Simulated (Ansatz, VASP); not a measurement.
## Pb: VASP beside Ansatz

```
Pb
1.0
     0.00000    3.42207    3.42207
     3.42207    0.00000    3.42207
     3.42207    3.42207    0.00000
Pb
2
Cartesian
  -0.8555 -0.8555 -0.8555
  0.8555 0.8555 0.8555
```

Alike in both runs: functional LDA; k mesh 11 × 11 × 11; occupations fermi-dirac, width 0.05 eV; non-collinear spin, spin-orbit coupling.

Ansatz relaxed the structure, and its values are those at the end. VASP's run is a single point on that final structure, the one shown.

|  | VASP | Ansatz |
| --- | --- | --- |
| version | VASP 6.6.1 | Ansatz 0.2.0 |
| potentials or method | VASP PAW LDA potentials, release 64 (Pb_d), cutoff 520 eV | all-electron LAPW |

|  | VASP | Ansatz | Ansatz less VASP |
| --- | --- | --- | --- |
| pressure (GPa) | 0.1 | 0.0 | -0.10 |
| net moment per atom (μB) | 0.00 | 0.00 | 0.000 |

LDA's correlation is that of Perdew and Zunger in VASP and of Perdew and Wang (1992) in Ansatz. Ansatz ran all-electron here, and VASP with PAW potentials.
